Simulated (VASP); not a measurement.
# Hf (P6_3/mmc) in VASP: notebook

Hf is run at these levels: PBEsol+D4; tasks: single point.

Program: VASP 6.6.1. These are calculated values, not measurements. Logs are shortened: lines on timing, memory, paths and dates and some standing lists are left out, and cuts for length are marked.

## 1. The cell of the first run

The structure is hexagonal, space group P6_3/mmc (No. 194). Conventional cell: a = 3.148 Å, b = 3.148 Å, c = 4.992 Å, α = 90.00°, β = 90.00°, γ = 120.00°. Hf (site symmetry -6m2) has 12 Hf at 3.09 to 3.15 Å within 4.1 Å.

## 2. Single point, PBEsol+D4

Contents of INCAR:

```
ALGO = Normal
EDIFF = 1E-7
ENCUT = 520
GGA = PS
ISIF = 2
ISMEAR = -1
IVDW = 13
LASPH = True
LCHARG = False
LREAL = False
LWAVE = False
NBANDS = 17
NELM = 100
PREC = Accurate
SIGMA = 0.1
```

Contents of KPOINTS:

```
k-points
0
Gamma
  9 9 5
```

Contents of POSCAR:

```
Hf
1.0
    3.1478805594      0.0000000000      0.0000000000
   -1.5739402797      2.7261445325      0.0000000000
    0.0000000000      0.0000000000      4.9921750736
Hf
2
Direct
    0.3333333333      0.6666666667      0.2500000000
    0.6666666667      0.3333333333      0.7500000000
```

Potentials or basis: VASP PAW PBE potentials, release 64 (Hf_pv).

Command:

```bash
$ cat potpaw_PBE.64/Hf_pv/POTCAR > POTCAR
$ mpirun -np 1 vasp_std > vasp.out
```

OUTCAR:

```text
EDIFF = 1E-7
   ENCUT = 520
   GGA = PS
   ISIF = 2
   ISMEAR = -1
   IVDW = 13
   LASPH = True
   LREAL = False
   NELM = 100
   PREC = Accurate

 ion  position               nearest neighbor table
   1  0.333  0.667  0.250-   2 3.09   2 3.09   2 3.09   2 3.09   2 3.09   2 3.09
   2  0.667  0.333  0.750-   1 3.09   1 3.09   1 3.09   1 3.09   1 3.09   1 3.09

  LATTYP: Found a hexagonal cell.
 ALAT       =     3.1478805594
 C/A-ratio  =     1.5858845275

  Lattice vectors:

 A1 = (   3.1478805594,   0.0000000000,   0.0000000000)
 A2 = (  -1.5739402797,   2.7261445325,   0.0000000000)
 A3 = (   0.0000000000,   0.0000000000,   4.9921750736)

Analysis of symmetry for initial positions (statically):
=====================================================================
 Subroutine PRICEL returns:
 Original cell was already a primitive cell.

 Routine SETGRP: Setting up the symmetry group for a
 hexagonal supercell.

 Subroutine GETGRP returns: Found 24 space group operations
 (whereof 12 operations were pure point group operations)
 out of a pool of 24 trial point group operations.

The static configuration has the point symmetry D_3d.
 The point group associated with its full space group is D_6h.

Analysis of symmetry for dynamics (positions and initial velocities):
=====================================================================
 Subroutine PRICEL returns:
 Original cell was already a primitive cell.

 Routine SETGRP: Setting up the symmetry group for a
 hexagonal supercell.

 Subroutine GETGRP returns: Found 24 space group operations
 (whereof 12 operations were pure point group operations)
 out of a pool of 24 trial point group operations.

The dynamic configuration has the point symmetry D_3d.
 The point group associated with its full space group is D_6h.

 Subroutine INISYM returns: Found 24 space group operations
 (whereof 12 operations are pure point group operations),
 and found     1 'primitive' translations

----------------------------------------------------------------------------------------

                                     Primitive cell

  volume of cell :      42.8407

  direct lattice vectors                    reciprocal lattice vectors
     3.147880559  0.000000000  0.000000000     0.317674061  0.183409204  0.000000000
    -1.573940280  2.726144533  0.000000000     0.000000000  0.366818409  0.000000000
     0.000000000  0.000000000  4.992175074     0.000000000  0.000000000  0.200313488

  length of vectors
     3.147880559  3.147880559  4.992175074     0.366818409  0.366818409  0.200313488

  position of ions in fractional coordinates (direct lattice)
     0.333333333  0.666666667  0.250000000
     0.666666667  0.333333333  0.750000000

  ion indices of the primitive-cell ions
   primitive index   ion index
                 1           1
                 2           2

----------------------------------------------------------------------------------------

 KPOINTS: k-points

Automatic generation of k-mesh.
 Grid dimensions read from file:
 generate k-points for:    9    9    5

 Generating k-lattice:

  Cartesian coordinates                     Fractional coordinates (reciprocal lattice)
     0.035297118  0.020378800  0.000000000     0.111111111 -0.000000000  0.000000000
     0.000000000  0.040757601  0.000000000     0.000000000  0.111111111  0.000000000
     0.000000000  0.000000000  0.040062698     0.000000000  0.000000000  0.200000000

  Length of vectors
     0.040757601  0.040757601  0.040062698

  Shift w.r.t. Gamma in fractional coordinates (k-lattice)
     0.000000000  0.000000000  0.000000000

 Subroutine IBZKPT returns following result:
 ===========================================

 Found     36 irreducible k-points:

 Following reciprocal coordinates:
            Coordinates               Weight
  0.000000  0.000000  0.000000      1.000000
  0.111111  0.000000  0.000000      6.000000
  0.222222  0.000000  0.000000      6.000000
  0.333333 -0.000000  0.000000      6.000000
  0.444444  0.000000  0.000000      6.000000
  0.111111  0.111111  0.000000      6.000000
[... 16 lines left out ...]
  0.333333  0.222222  0.200000     24.000000
  0.333333  0.333333  0.200000      4.000000
 [... further k-points ...]
   k-points           NKPTS =     36   k-points in BZ     NKDIM =     36   number of bands    NBANDS=     17
   number of dos      NEDOS =    301   number of ions     NIONS =      2
   total plane-waves  NPLWV =  23040
   dimension x,y,z NGX =    24 NGY =   24 NGZ =   40
   dimension x,y,z NGXF=    48 NGYF=   48 NGZF=   80
   ions per type =               2
   NGX,Y,Z   is equivalent  to a cutoff of  12.67, 12.67, 13.32 a.u.
   NGXF,Y,Z  is equivalent  to a cutoff of  25.35, 25.35, 26.64 a.u.
 SYSTEM =  unknown system
   PREC   = accura    normal or accurate (medium, high low for compatibility)
   ISTART =      0    job   : 0-new  1-cont  2-samecut
   ICHARG =      2    charge: 1-file 2-atom 10-const
   ISPIN  =      1    spin polarized calculation?
   LNONCOLLINEAR =      F non collinear calculations
   LSORBIT =      F    spin-orbit coupling
   LASPH  =      T    aspherical Exc in radial PAW
   ENCUT  =  520.0 eV  38.22 Ry    6.18 a.u.   5.85  5.85  9.28*2*pi/ulx,y,z
   NELM   =    100;   NELMIN=  2; NELMDL= -5     # of ELM steps
   EDIFF  = 0.1E-06   stopping-criterion for ELM
   LREAL  =      F    real-space projection
   EDIFFG = 0.1E-05   stopping-criterion for IOM
   NSW    =      0    number of steps for IOM
   IBRION =     -1    ionic relax: 0-MD 1-quasi-New 2-CG
   NFREE  =      0    steps in history (QN), initial steepest desc. (CG)
   ISIF   =      2    stress and relaxation
   ISYM   =      2    0-nonsym 1-usesym 2-fastsym
   POTIM  = 0.5000    time-step for ionic-motion
   TEBEG  =    0.0;   TEEND  =   0.0 temperature during run
   PSTRESS=    0.0 pullay stress
   NELECT =      20.0000    total number of electrons
   NUPDOWN=      -1.0000    fix difference up-down
   EMIN   =  10.00;   EMAX   =-10.00  energy-range for DOS
   EFERMI =   0.00;   METHOD = LEGACY
   ISMEAR =    -1;   SIGMA  =   0.10  broadening in eV -4-tet -1-fermi 0-gaus
   EFERMI_NEDOS =   21; number of points for ismear=-14 and -15
   IALGO  =     38    algorithm
   IMIX   =      4    mixing-type and parameters
     AMIX     =   0.40;   BMIX     =  1.00
     AMIX_MAG =   1.60;   BMIX_MAG =  1.00
  volume/ion in A,a.u.               =      21.42       144.55
  Fermi-wavevector in a.u.,A,eV,Ry     =   1.269987  2.399927 21.944378  1.612866
  Thomas-Fermi vector in A             =   2.402998
   LORBIT       =      0    0 simple, 1 ext, 2 COOP (PROOUT), +10 PAW based schemes
   GGA     = PS    functional components
   LHFCALC =     F    Hartree Fock is set to
   AEXX    =    0.0000 exact exchange contribution
   IVDW    =    13    specifies the selected vdW correction
   LEPSILON=     F    determine dielectric tensor
   LRPA    =     F    only Hartree local field effects (RPA)
 non-spin polarized calculation
  energy-cutoff  :      520.00
  volume of cell :       42.84
 maximum number of plane-waves:      1182
 NGX is ok and might be reduce to    24
   NGX = 11   NGY = 11   NGZ = 19

 number of electron      19.9999995 magnetization

 Free energy of the ion-electron system (eV)
  ---------------------------------------------------
  ext. energy  EPLUGINS =         0.00000000
  ---------------------------------------------------
  free energy    TOTEN  =       -21.03492010 eV

  energy without entropy =      -20.98548161  energy(sigma->0) =      -21.01020086

 E-fermi :   5.0468     XC(G=0): -11.5911

 val. band max:        5.0302607202   @ k =   0.0000   0.0000   0.4000
 cond. band min:       5.1583259818   @ k =   0.2222   0.2222   0.4000
 fundamental gap:      0.1280652616
 Fermi energy:         5.0467650001

 k-point     1 :       0.0000    0.0000    0.0000
  band No.  band energies     occupation
      1     -25.9362      2.00000
      2     -25.0722      2.00000
      3     -25.0722      2.00000
      4     -24.9314      2.00000
      5     -24.9264      2.00000
      6     -24.9264      2.00000
[... 9 lines left out ...]
     16       7.7931      0.00000
     17      10.6315      0.00000

 k-point     2 :       0.1111    0.0000    0.0000
  band No.  band energies     occupation
      1     -25.8994      2.00000
      2     -25.1513      2.00000
      3     -25.0983      2.00000
      4     -25.0094      2.00000
      5     -24.9483      2.00000
      6     -24.9370      2.00000
[... 9 lines left out ...]
     16       7.4609      0.00000
     17      10.9154      0.00000

 k-point     3 :       0.2222    0.0000    0.0000
  band No.  band energies     occupation
      1     -25.7979      2.00000
      2     -25.3514      2.00000
      3     -25.2099      2.00000
      4     -25.1612      2.00000
      5     -24.9991      2.00000
      6     -24.9667      2.00000
[... 9 lines left out ...]
     16       8.4667      0.00000
     17      11.3870      0.00000

 k-point     4 :       0.3333   -0.0000    0.0000
  band No.  band energies     occupation
      1     -25.6580      2.00000
      2     -25.5777      2.00000
      3     -25.4232      2.00000
      4     -25.2289      2.00000
      5     -25.0808      2.00000
      6     -25.0031      2.00000
[... 9 lines left out ...]
     16       9.9289      0.00000
     17      11.7011      0.00000
[... 343 lines left out ...]
      1     -25.6784      2.00000
      2     -25.5850      2.00000
      3     -25.3715      2.00000
      4     -25.3221      2.00000
      5     -25.1483      2.00000
      6     -25.0822      2.00000
[... 9 lines left out ...]
     16      10.6985      0.00000
     17      11.8561      0.00000

 k-point    23 :       0.3333    0.2222    0.2000
  band No.  band energies     occupation
      1     -25.6935      2.00000
      2     -25.6059      2.00000
      3     -25.4548      2.00000
      4     -25.3035      2.00000
      5     -25.2313      2.00000
      6     -25.1371      2.00000
[... 9 lines left out ...]
     16      11.3990      0.00000
     17      12.0327      0.00000

 k-point    24 :       0.3333    0.3333    0.2000
  band No.  band energies     occupation
      1     -25.5892      2.00000
      2     -25.5860      2.00000
      3     -25.5860      2.00000
      4     -25.3290      2.00000
      5     -25.2112      2.00000
      6     -25.2112      2.00000
[... 9 lines left out ...]
     16      10.6154      0.00000
     17      11.5549      0.00000

 [... further k-points ...]

------------------------ aborting loop because EDIFF is reached ----------------------------------------

  DFT-D4 for vdW energy calculation

  Edisp (eV):   -0.25520

  FORCE on cell =-STRESS in cart. coord.  units (eV):
  Direction    XX          YY          ZZ          XY          YZ          ZX
  --------------------------------------------------------------------------------------
  -------------------------------------------------------------------------------------
  Total      -0.09330    -0.09330    -0.12021     0.00000     0.00000     0.00000
  in kB      -3.48941    -3.48941    -4.49583     0.00000     0.00000     0.00000
  external pressure =       -3.82 kB  Pullay stress =        0.00 kB

 VOLUME and BASIS-vectors are now :
 -----------------------------------------------------------------------------
  energy-cutoff  :      520.00
  volume of cell :       42.84
      direct lattice vectors                 reciprocal lattice vectors
     3.147880559  0.000000000  0.000000000     0.317674061  0.183409204  0.000000000
    -1.573940280  2.726144533  0.000000000     0.000000000  0.366818409  0.000000000
     0.000000000  0.000000000  4.992175074     0.000000000  0.000000000  0.200313488

 POSITION                                       TOTAL-FORCE (eV/Angst)
 -----------------------------------------------------------------------------------
     -0.00000      1.81743      1.24804        -0.000000     -0.000000      0.000000
      1.57394      0.90871      3.74413         0.000000      0.000000      0.000000
 -----------------------------------------------------------------------------------
    total drift:                               -0.000000      0.000000     -0.000000

  FREE ENERGIE OF THE ION-ELECTRON SYSTEM (eV)
  ---------------------------------------------------
  free  energy   TOTEN  =       -21.2901172084 eV

  energy  without entropy=      -21.2406787267  energy(sigma->0) =      -21.26539797
```

Run time: 9.1 s. Hardware: 1 thread of Intel Xeon 6975P-C (Granite Rapids), shared host; peak memory 0.17 GiB.

Results:

* Free energy: -21.2901 eV
* Pressure: -0.4 GPa
* Band gap on the k mesh: zero (band 10 reaches 6.25 eV, above the bottom of band 11 at 4.72 eV)
* Dispersion energy per atom: -0.128 eV

Stress tensor (GPa, compression positive):
```
-0.35  0.00  0.00
 0.00 -0.35  0.00
 0.00  0.00 -0.45
```

Levels at points of the mesh, in eV from the Fermi level:
| k point | band 8 | band 9 | band 10 | band 11 | band 12 | band 13 |
| --- | --- | --- | --- | --- | --- | --- |
| (0.00, 0.00, 0.00) | -3.84 | 0.83 | 1.20 | 1.20 | 1.46 | 2.06 |

Caveat: the PAW data sets were made with another functional, which shifts forces and pressure a little; spin-orbit coupling is left out, which moves the levels of the heavy elements; pairwise dispersion overbinds metals, which lowers pressure and volume.

## 3. Single point, PBEsol+D4

Contents of INCAR:

```
SYSTEM = Hf
PREC = Accurate ; ENCUT = 520
EDIFF = 1E-7 ; ISMEAR = -1
SIGMA = 0.1 ; LREAL = .FALSE.
LASPH = .TRUE. ; NELM = 80
ALGO = Normal ; ISIF = 2
LWAVE = .FALSE. ; LCHARG = .FALSE.
GGA = PS ; IVDW = 13
NBANDS = 17
```

Contents of KPOINTS:

```
Automatic mesh
0
G
  9 9 5
  0 0 0
```

POSCAR is that of step 2.

Potentials or basis: VASP PAW PBE potentials, release 64 (Hf_pv).

Command:

```bash
$ cat potpaw_PBE.64/Hf_pv/POTCAR > POTCAR
$ mpirun -np 1 vasp_std > vasp.out
```

Run time: 8.6 s. Hardware: 1 thread of Intel Xeon 6975P-C (Granite Rapids), shared host; peak memory 0.17 GiB.

The run converged. Its results:

| Item | Value |
| --- | --- |
| Free energy | -21.2901 eV |
| Pressure | -0.4 GPa |
| Band gap on the k mesh | zero (band 10 reaches 6.25 eV, above the bottom of band 11 at 4.72 eV) |
| Dispersion energy per atom | -0.128 eV |

Stress tensor (GPa, compression positive):
```
-0.35  0.00  0.00
 0.00 -0.35  0.00
 0.00  0.00 -0.45
```

Levels at points of the mesh, in eV from the Fermi level:
| k point | band 8 | band 9 | band 10 | band 11 | band 12 | band 13 |
| --- | --- | --- | --- | --- | --- | --- |
| (0.00, 0.00, 0.00) | -3.84 | 0.83 | 1.20 | 1.20 | 1.46 | 2.06 |

Caveat: the PAW data sets were made with another functional, which shifts forces and pressure a little; spin-orbit coupling is left out, which moves the levels of the heavy elements; pairwise dispersion overbinds metals, which lowers pressure and volume.
